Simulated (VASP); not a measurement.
Crystal: RbSi2.

```
CELL_PARAMETERS angstrom
4.96811 0.00000 0.00000
0.00000 4.96811 0.00000
0.00000 0.00000 4.51953
ATOMIC_POSITIONS crystal
Rb 0.00000 0.00000 0.00000
Si 0.50000 0.50000 0.75134
Si 0.50000 0.50000 0.24866
```

```yaml
Program: VASP 6.6.1
Task: relaxation of cell and atoms
Functional: PBE
Dispersion: D3(BJ)
Potentials_or_basis: VASP PAW PBE potentials, release 64 (Rb_sv, Si)
Cutoff: 600 eV
k_mesh: 10 × 10 × 10
Occupations: gaussian, width 0.1 eV
Spin: no spin polarisation
```

At the start: pressure -0.9 GPa; volume 37.18 Å³/atom.

Q: Where does the relaxation end?

A: Over 5 steps the energy falls by 4.8 meV/atom and the volume is 36.63 Å³/atom (-1.5 %); space group P4/mmm (No. 123, to 0.05 Å).

Step by step:
```csv
step,energy change (eV),largest force (eV/Å),pressure (GPa),volume (Å³)
1,0.0000,0.0105,-0.92,111.55
2,0.0081,0.0846,1.24,108.11
3,-0.0144,0.0421,-0.03,110.00
4,-0.0144,0.0430,-0.01,109.96
5,-0.0145,0.0034,-0.01,109.90
```

Final structure:
```cif
data_structure
_symmetry_space_group_name_H-M 'P 1'
_symmetry_Int_Tables_number 1
_cell_length_a 4.9674
_cell_length_b 4.9674
_cell_length_c 4.4538
_cell_angle_alpha 90.000
_cell_angle_beta 90.000
_cell_angle_gamma 90.000
_cell_volume 109.90
loop_
_atom_site_label
_atom_site_type_symbol
_atom_site_fract_x
_atom_site_fract_y
_atom_site_fract_z
_atom_site_occupancy
Rb1 Rb 0.00000 0.00000 0.00000 1
Si1 Si 0.50000 0.50000 0.75087 1
Si2 Si 0.50000 0.50000 0.24913 1
```

Caveat: pairwise dispersion overbinds metals, which lowers pressure and volume.
